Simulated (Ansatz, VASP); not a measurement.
Two plane-wave programs on Gd

```xyz
1
Lattice="-1.4576 1.4576 1.4576 1.4576 -1.4576 1.4576 1.4576 1.4576 -1.4576" Properties=species:S:1:pos:R:3 pbc="T T T"
Gd    0.0000    0.0000    0.0000
```

Change from the starting cell: volume scaled by 0.4, PAW files, source ansatz.

Alike in both runs: task single point; functional PBEsol; k mesh 14 × 14 × 14; occupations fermi-dirac, width 0.08 eV; collinear spin.

|  | VASP | Ansatz |
| --- | --- | --- |
| version | VASP 6.6.1 | Ansatz 0.2.0 |
| potentials or method | VASP PAW PBE potentials, release 64 (Gd) | PAW with other files of Ansatz's library (source ansatz), scalar-relativistic |
| plane-wave cutoff (eV) | 600 | 640 |
| valence electrons in the cell | 18 | 18 |

|  | VASP | Ansatz | Ansatz less VASP |
| --- | --- | --- | --- |
| pressure (GPa) | 151.7 | 147.4 | -4.34 |
| net moment per atom (μB) | 6.41 | 6.39 | -0.020 |
| size of the moment on the site where the two differ most (μB) | 6.26 | 6.32 | +0.057 |

VASP's potentials were made for PBE, not for PBEsol. Site moments also hang on the region over which each program counts them. Both programs put the cell under a high pressure, so it lies far from rest at this level.

Spin-orbit coupling is off throughout. Noted on VASP's run: the cell as given lies far from equilibrium.
